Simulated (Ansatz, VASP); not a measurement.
B in VASP and in Ansatz

Contents of INCAR:

```
SYSTEM = B
PREC     = Accurate       ! precision mode
ENCUT    = 600            ! plane-wave cutoff, eV
EDIFF    = 1E-6           ! SCF threshold, eV
ISMEAR   = 0              ! smearing method
SIGMA    = 0.1            ! smearing width, eV
LREAL    = .False.        ! projectors in reciprocal space
LASPH    = .True.         ! aspherical terms in the spheres
NELM     = 60             ! most SCF steps
ALGO     = Normal         ! electronic algorithm
ISIF     = 3              ! what is computed and relaxed
LWAVE    = .False.        ! write WAVECAR
LCHARG   = .False.        ! write CHGCAR
GGA      = PE             ! functional
IBRION   = 2              ! ionic algorithm
NSW      = 100            ! ionic steps
EDIFFG   = -0.01          ! ionic threshold
```

The input KPOINTS:

```
Automatic mesh
0
Gamma
  21 21 21
  0 0 0
```

The input POSCAR:

```
B
1.0
    1.4456162645      0.8346269394      2.7837566312
   -1.4456162645      0.8346269394      2.7837566312
    0.0000000000     -1.6692538789      2.7837566312
B
3
Direct
    0.0000000000      0.0000000000      0.0000000000
    0.1970747180      0.1970747180      0.1970747180
    0.8029252820      0.8029252820      0.8029252820
```

Input for Ansatz:

```yaml
crystal:
  lattice:
    - [1.4456162645, 0.8346269394, 2.7837566312]
    - [-1.4456162645, 0.8346269394, 2.7837566312]
    - [0.0, -1.6692538789, 2.7837566312]
  atoms:
    - { symbol: B, position: [0.0, 0.0, 0.0] }
    - { symbol: B, position: [0.197074718, 0.197074718, 0.197074718] }
    - { symbol: B, position: [0.802925282, 0.802925282, 0.802925282] }
basis:
  ecutwfc: 420
kpoints:
  mp_grid: { grid: [21, 21, 21] }
hamiltonian:
  xc: pbe
scf:
  occupations: { method: gaussian, width: 0.1 }
output:
  forces: true
  stress: true
  eigenvalues: true
relax:
  adjacent_minimum: "off"
  f_tol: 0.01
  max_steps: 80
  cell: { stress_tol: 0.05 }
```

Alike in both runs: task relaxation of cell and atoms; functional PBE; k mesh 21 × 21 × 21; occupations gaussian, width 0.1 eV; no spin polarisation.

|  | VASP | Ansatz |
| --- | --- | --- |
| version | VASP 6.6.1 | Ansatz 0.2.0 |
| potentials or method | VASP PAW PBE potentials, release 64 (B), cutoff 600 eV | scalar-relativistic, plane waves, PAW |
| valence electrons in the cell | 9 | 9 |

|  | VASP | Ansatz | Ansatz less VASP |
| --- | --- | --- | --- |
| gap on the k mesh at the Fermi level, each at its own relaxed structure (eV) | none | none | - |
| relaxed volume (Å³/atom) | 6.71 | 6.71 | 0.000 |
| relaxed length of the cell vector where the two differ most in proportion (Å) | 3.244 | 3.244 | +0.0001 |

A gap of «none» marks a metal or a gap that the smearing closes.
